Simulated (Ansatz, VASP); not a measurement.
**One calculation of ZnAu, two programs**

```
CELL_PARAMETERS angstrom
3.16908 0.00000 0.00000
0.00000 3.16908 0.00000
0.00000 0.00000 3.16908
ATOMIC_POSITIONS crystal
Zn 0.50000 0.50000 0.50000
Au 0.00000 0.00000 0.00000
```

Alike in both runs: task single point; functional PBE; k mesh 8 × 8 × 8; occupations gaussian, width 0.05 eV; no spin polarisation.

|  | VASP | Ansatz |
| --- | --- | --- |
| version | VASP 6.6.1 | Ansatz 0.2.0 |
| potentials or method | VASP PAW PBE potentials, release 64 (Zn, Au), cutoff 500 eV | scalar-relativistic, plane waves, PAW |
| valence electrons in the cell | 23 | 31 |

|  | VASP | Ansatz | Ansatz less VASP |
| --- | --- | --- | --- |
| gap on the k mesh at the Fermi level (eV) | none | none | - |
| pressure (GPa) | 2.3 | 2.3 | -0.07 |

A gap of «none» marks a metal or a gap that the smearing closes. The functional is the same, so the differences come from potentials, cutoffs and numerics. VASP's potentials hold 23 valence electrons a cell and Ansatz's 31, so a difference there can come from the potentials and not from the codes.

Neither program's run includes spin-orbit coupling.
